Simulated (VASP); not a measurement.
# Mn3Sn (Fm-3m) in VASP: single point with PBE

Aim: the single point of Mn3Sn with PBE.

Everything below comes from runs of VASP 6.6.1. Logs are shortened: lines on timing, memory, paths and dates and some standing lists are left out, and cuts for length are marked.

### Step 1. The cell of the first run

The structure is cubic, space group Fm-3m (No. 225). The conventional cell has a = 6.121 Å, b = 6.121 Å, c = 6.121 Å, α = 90.00°, β = 90.00°, γ = 90.00°. Within 3.5 Å of Sn (site symmetry m-3m) lie 14 Mn at 2.65 to 3.06 Å. Within 3.5 Å of Mn (site symmetry m-3m) lie 8 Mn at 2.65 Å and 6 Sn at 3.06 Å. Mn (site symmetry -43m) has 4 Sn at 2.65 Å and 10 Mn at 2.65 to 3.06 Å within 3.5 Å.

### Step 2. Single point, PBE, collinear spin, ferromagnetic start

Contents of INCAR:

```
ALGO     = Normal         # electronic algorithm
EDIFF    = 1E-6           # SCF threshold, eV
ENCUT    = 400            # plane-wave cutoff, eV
GGA      = PE             # functional
GGA_COMPAT= F            
ISIF     = 2              # what is computed and relaxed
ISMEAR   = 1              # smearing method
ISPIN    = 2              # spin polarisation
LASPH    = T              # aspherical terms in the spheres
LCHARG   = F              # write CHGCAR
LMAXMIX  = 4              # l up to which the mixer works
LORBIT   = 11             # projections on sites
LREAL    = F              # projectors in reciprocal space
LWAVE    = F              # write WAVECAR
MAGMOM   = 0 4 4 4        # initial moments
NELM     = 200            # most SCF steps
PREC     = Accurate       # precision mode
SIGMA    = 0.1            # smearing width, eV
```

Contents of KPOINTS:

```
k-points
0
Gamma
  9 9 9
```

Contents of POSCAR:

```
Mn3Sn
1.0
    0.0000000000      3.0604960000      3.0604960000
    3.0604960000      0.0000000000      3.0604960000
    3.0604960000      3.0604960000      0.0000000000
Sn Mn
1 3
Direct
    0.0000000000      0.0000000000      0.0000000000
    0.5000000000      0.5000000000      0.5000000000
    0.2500000000      0.2500000000      0.2500000000
    0.7500000000      0.7500000000      0.7500000000
```

Potentials or basis: VASP PAW PBE potentials, release 64 (Sn_d, Mn_pv).

Command:

```console
cat potpaw_PBE.64/Sn_d/POTCAR potpaw_PBE.64/Mn_pv/POTCAR > POTCAR
mpirun -np 1 vasp_std > vasp.out
```

OUTCAR:

```text
EDIFF = 1E-6
   ENCUT = 400
   GGA = PE
   ISIF = 2
   ISMEAR = 1
   ISPIN = 2
   LASPH = T
   LORBIT = 11
   LREAL = F
   NELM = 200
   PREC = Accurate

 Found     35 irreducible k-points:

 Following reciprocal coordinates:
            Coordinates               Weight
  0.000000  0.000000  0.000000      1.000000
  0.111111  0.000000  0.000000      8.000000
  0.222222  0.000000  0.000000      8.000000
  0.333333  0.000000  0.000000      8.000000
  0.444444  0.000000  0.000000      8.000000
  0.111111  0.111111  0.000000      6.000000
   k-points           NKPTS =     35   k-points in BZ     NKDIM =     35   number of bands    NBANDS=     37
   number of dos      NEDOS =    301   number of ions     NIONS =      4
   total plane-waves  NPLWV =  21952
   dimension x,y,z NGX =    28 NGY =   28 NGZ =   28
   dimension x,y,z NGXF=    56 NGYF=   56 NGZF=   56
   ions per type =               1   3
   NGX,Y,Z   is equivalent  to a cutoff of  10.75, 10.75, 10.75 a.u.
   NGXF,Y,Z  is equivalent  to a cutoff of  21.51, 21.51, 21.51 a.u.
 SYSTEM =  unknown system
   PREC   = accura    normal or accurate (medium, high low for compatibility)
   ISTART =      0    job   : 0-new  1-cont  2-samecut
   ICHARG =      2    charge: 1-file 2-atom 10-const
   ISPIN  =      2    spin polarized calculation?
   LNONCOLLINEAR =      F non collinear calculations
   LSORBIT =      F    spin-orbit coupling
   LASPH  =      T    aspherical Exc in radial PAW
   ENCUT  =  400.0 eV  29.40 Ry    5.42 a.u.   7.06  7.06  7.06*2*pi/ulx,y,z
   NELM   =    200;   NELMIN=  2; NELMDL= -5     # of ELM steps
   EDIFF  = 0.1E-05   stopping-criterion for ELM
   LREAL  =      F    real-space projection
[... 7 lines left out ...]
   TEBEG  =    0.0;   TEEND  =   0.0 temperature during run

   SCALEE = 1.0000    scale energy and forces
   PSTRESS=    0.0 pullay stress
   NELECT =      53.0000    total number of electrons
   NUPDOWN=      -1.0000    fix difference up-down
   EMIN   =  10.00;   EMAX   =-10.00  energy-range for DOS
   EFERMI =   0.00;   METHOD = LEGACY
   ISMEAR =     1;   SIGMA  =   0.10  broadening in eV -4-tet -1-fermi 0-gaus
   EFERMI_NEDOS =   21; number of points for ismear=-14 and -15
   IALGO  =     38    algorithm
   IMIX   =      4    mixing-type and parameters
     AMIX     =   0.40;   BMIX     =  1.00
     AMIX_MAG =   1.60;   BMIX_MAG =  1.00
  volume/ion in A,a.u.               =      14.33        96.73
  Fermi-wavevector in a.u.,A,eV,Ry     =   1.594771  3.013680 34.603619  2.543294
  Thomas-Fermi vector in A             =   2.692793
   LORBIT       =     11    0 simple, 1 ext, 2 COOP (PROOUT), +10 PAW based schemes
   GGA     = PE    functional components
   LHFCALC =     F    Hartree Fock is set to
   AEXX    =    0.0000 exact exchange contribution
   IVDW    =     0    specifies the selected vdW correction
   LEPSILON=     F    determine dielectric tensor
   LRPA    =     F    only Hartree local field effects (RPA)

   CSHIFT  =0.1000    complex shift for real part using Kramers Kronig

   OMEGAMAX=  -1.0    maximum frequency
 spin polarized calculation
 Methfessel and Paxton  Order N= 1 SIGMA  =   0.10
  energy-cutoff  :      400.00
  volume of cell :       57.33
 maximum number of plane-waves:      1051
   NGX = 15   NGY = 15   NGZ = 15

 number of electron      53.0000000 magnetization      12.0000000

 number of electron      53.0000087 magnetization       7.1282149

 Free energy of the ion-electron system (eV)
  ---------------------------------------------------
  ext. energy  EPLUGINS =         0.00000000
  ---------------------------------------------------
  free energy    TOTEN  =       -29.89281832 eV

  energy without entropy =      -29.89433193  energy(sigma->0) =      -29.89332286

 E-fermi :   9.9745     XC(G=0): -12.6699

 val. band max:        9.9482849346   @ k =  -0.3333   0.3333   0.1111
 cond. band min:       9.9915621958   @ k =  -0.3333   0.4444   0.1111
 fundamental gap:      0.0432772612
 Fermi energy:         9.9745015337

 spin component 1

 k-point     1 :       0.0000    0.0000    0.0000
  band No.  band energies     occupation
      1     -39.1493      1.00000
      2     -39.1493      1.00000
      3     -39.1493      1.00000
      4     -39.1168      1.00000
      5     -39.1168      1.00000
      6     -39.1168      1.00000
[... 29 lines left out ...]
     36      15.4617      0.00000
     37      15.4617      0.00000

 k-point     2 :       0.1111    0.0000    0.0000
  band No.  band energies     occupation
      1     -39.1488      1.00000
      2     -39.1480      1.00000
      3     -39.1480      1.00000
      4     -39.1182      1.00000
      5     -39.1182      1.00000
      6     -39.1168      1.00000
[... 29 lines left out ...]
     36      15.4356      0.00000
     37      15.4356      0.00000

 k-point     3 :       0.2222    0.0000    0.0000
  band No.  band energies     occupation
      1     -39.1484      1.00000
      2     -39.1460      1.00000
      3     -39.1460      1.00000
      4     -39.1211      1.00000
      5     -39.1211      1.00000
      6     -39.1179      1.00000
[... 29 lines left out ...]
     36      15.0883      0.00000
     37      16.0417      0.00000

 k-point     4 :       0.3333    0.0000    0.0000
  band No.  band energies     occupation
      1     -39.1450      1.00000
      2     -39.1428      1.00000
      3     -39.1428      1.00000
      4     -39.1254      1.00000
      5     -39.1254      1.00000
      6     -39.1220      1.00000
[... 29 lines left out ...]
     36      14.5807      0.00000
     37      16.4931      0.00000

 k-point     5 :       0.4444    0.0000    0.0000
  band No.  band energies     occupation
      1     -39.1394      1.00000
      2     -39.1394      1.00000
      3     -39.1385      1.00000
      4     -39.1292      1.00000
      5     -39.1292      1.00000
      6     -39.1283      1.00000
[... 29 lines left out ...]
     36      14.2146      0.00000
     37      16.5947      0.00000

 k-point     6 :       0.1111    0.1111    0.0000
  band No.  band energies     occupation
      1     -39.1506      1.00000
      2     -39.1506      1.00000
      3     -39.1433      1.00000
      4     -39.1221      1.00000
      5     -39.1156      1.00000
      6     -39.1156      1.00000
[... 29 lines left out ...]
     36      15.6120      0.00000
     37      15.6120      0.00000

 [... further k-points ...]

 spin component 2

 k-point     1 :       0.0000    0.0000    0.0000
  band No.  band energies     occupation
      1     -36.5690      1.00000
      2     -36.5690      1.00000
      3     -36.5690      1.00000
      4     -36.1779      1.00000
      5     -36.1779      1.00000
      6     -36.1779      1.00000
[... 29 lines left out ...]
     36      16.1018      0.00000
     37      16.1019      0.00000

 k-point     2 :       0.1111    0.0000    0.0000
  band No.  band energies     occupation
      1     -36.5699      1.00000
      2     -36.5699      1.00000
      3     -36.5690      1.00000
      4     -36.1752      1.00000
      5     -36.1752      1.00000
      6     -36.1728      1.00000
[... 29 lines left out ...]
     36      16.0263      0.00000
     37      16.0263      0.00000

 k-point     3 :       0.2222    0.0000    0.0000
  band No.  band energies     occupation
      1     -36.5722      1.00000
      2     -36.5722      1.00000
      3     -36.5693      1.00000
      4     -36.1698      1.00000
      5     -36.1698      1.00000
      6     -36.1628      1.00000
[... 29 lines left out ...]
     36      15.8078      0.00000
     37      16.5176      0.00000

 k-point     4 :       0.3333    0.0000    0.0000
  band No.  band energies     occupation
      1     -36.5749      1.00000
      2     -36.5749      1.00000
      3     -36.5690      1.00000
      4     -36.1624      1.00000
      5     -36.1624      1.00000
      6     -36.1526      1.00000
[... 29 lines left out ...]
     36      15.5436      0.00000
     37      17.2552      0.00000

 k-point     5 :       0.4444    0.0000    0.0000
  band No.  band energies     occupation
      1     -36.5765      1.00000
      2     -36.5765      1.00000
      3     -36.5683      1.00000
      4     -36.1565      1.00000
      5     -36.1564      1.00000
      6     -36.1551      1.00000
[... 29 lines left out ...]
     36      15.3523      0.00000
     37      17.5096      0.00000

 k-point     6 :       0.1111    0.1111    0.0000
  band No.  band energies     occupation
      1     -36.5708      1.00000
      2     -36.5708      1.00000
      3     -36.5675      1.00000
      4     -36.1746      1.00000
      5     -36.1746      1.00000
      6     -36.1709      1.00000
[... 29 lines left out ...]
     36      16.0377      0.00000
     37      16.0377      0.00000

 [... further k-points ...]
[... 5 lines left out ...]
  --------------------------------------------------------------------------------------
  -------------------------------------------------------------------------------------
  Total       -0.0550102     -0.0550102     -0.0550102      0.0000000     -0.0000000      0.0000000
  in kB       -1.5372638     -1.5372638     -1.5372638      0.0000000     -0.0000000      0.0000000
  external PRESSURE =      -1.5372638 kB  Pullay stress =       0.0000000 kB

 VOLUME and BASIS-vectors are now :
 -----------------------------------------------------------------------------
  energy-cutoff  :      400.00
  volume of cell :       57.33
      direct lattice vectors                 reciprocal lattice vectors
     0.000000000  3.060496000  3.060496000    -0.163372212  0.163372212  0.163372212
     3.060496000  0.000000000  3.060496000     0.163372212 -0.163372212  0.163372212
     3.060496000  3.060496000  0.000000000     0.163372212  0.163372212 -0.163372212

 POSITION                                       TOTAL-FORCE (eV/Angst)
 -----------------------------------------------------------------------------------
      0.00000      0.00000      0.00000         0.000000      0.000000     -0.000000
      3.06050      3.06050      3.06050        -0.000000     -0.000000     -0.000000
      1.53025      1.53025      1.53025        -0.000000     -0.000000     -0.000000
      4.59074      4.59074      4.59074         0.000000      0.000000      0.000000
 -----------------------------------------------------------------------------------
    total drift:                                0.000000      0.000000      0.000000

  FREE ENERGIE OF THE ION-ELECTRON SYSTEM (eV)
  ---------------------------------------------------
  free  energy   TOTEN  =       -29.8928183198 eV

  energy  without entropy=      -29.8943319326  energy(sigma->0) =      -29.89332286

 total charge

# of ion       s       p       d       tot
------------------------------------------
    1        1.085   1.412  10.085  12.582
    2        0.317   6.236   5.135  11.688
    3        0.302   6.275   5.124  11.701
    4        0.302   6.275   5.124  11.701
--------------------------------------------------
tot          2.006  20.198  25.469  47.673

 magnetization (x)

# of ion       s       p       d       tot
------------------------------------------
    1       -0.017  -0.111   0.015  -0.113
    2       -0.021  -0.004   1.530   1.505
    3        0.018   0.002   2.787   2.807
    4        0.018   0.002   2.787   2.807
--------------------------------------------------
tot         -0.002  -0.110   7.118   7.006
```

It took 71 s on 1 thread of Intel Xeon Platinum 8488C (Sapphire Rapids), shared host; peak memory 0.21 GiB.

What came out:

* Free energy: -29.8928 eV
* Pressure: -0.2 GPa
* Net moment: 7.13 μB per cell
* Site moments: Sn -0.11; Mn +1.50, +2.81 (each value once) μB
* Valence electrons inside the program's atomic spheres: Sn 12.58; Mn 11.69, 11.70 (each value once)

Levels at points of the mesh, in eV from the Fermi level:
Spin up:
```csv
k point,band 27,band 28,band 29,band 30,band 31,band 32,band 33,band 34
"(0.00, 0.00, 0.00)",-0.67,-0.67,-0.49,-0.49,3.00,3.92,3.92,3.92
```
Spin down:
```csv
k point,band 19,band 20,band 21,band 22,band 23,band 24,band 25,band 26,band 27,band 28
"(0.00, 0.00, 0.00)",-1.57,-1.57,-0.91,-0.91,-0.91,1.61,1.61,1.61,2.11,2.11
```

Caveat: spin-orbit coupling is left out, which moves the levels of the heavy elements.
